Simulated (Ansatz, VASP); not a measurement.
## Two plane-wave programs on B3P2

```xyz
10
Lattice="2.4729 1.4277 4.8811 -2.4729 1.4277 4.8811 0.0000 -2.8554 4.8811" Properties=species:S:1:pos:R:3 pbc="T T T"
B     1.2237    0.0000    3.6608
B    -0.6119    1.0598    3.6608
B    -0.6119   -1.0598    3.6608
B    -1.2237    0.0000   10.9824
B     0.6119   -1.0598   10.9824
B     0.6119    1.0598   10.9824
P     0.0000    0.0000    5.3967
P     0.0000    0.0000    1.9249
P     0.0000    0.0000    9.2465
P     0.0000    0.0000   12.7183
```

Alike in both runs: functional PBE; k mesh 12 × 12 × 12; occupations gaussian, width 0.1 eV; no spin polarisation.

Ansatz relaxed the structure, and its values are those at the end. VASP's run is a single point on that final structure, the one shown.

|  | VASP | Ansatz |
| --- | --- | --- |
| version | VASP 6.6.1 | Ansatz 0.2.0 |
| potentials or method | VASP PAW PBE potentials, release 64 (B, P), cutoff 520 eV | scalar-relativistic, plane waves, PAW |
| valence electrons in the cell | 38 | 38 |

|  | VASP | Ansatz | Ansatz less VASP |
| --- | --- | --- | --- |
| gap on the k mesh at the Fermi level (eV) | none | none | - |
| pressure (GPa) | -0.3 | 0.0 | +0.27 |
| rms of the force components (eV/Å) | 0.006 | 0.001 | -0.0049 |

A gap of «none» marks a metal or a gap that the smearing closes.
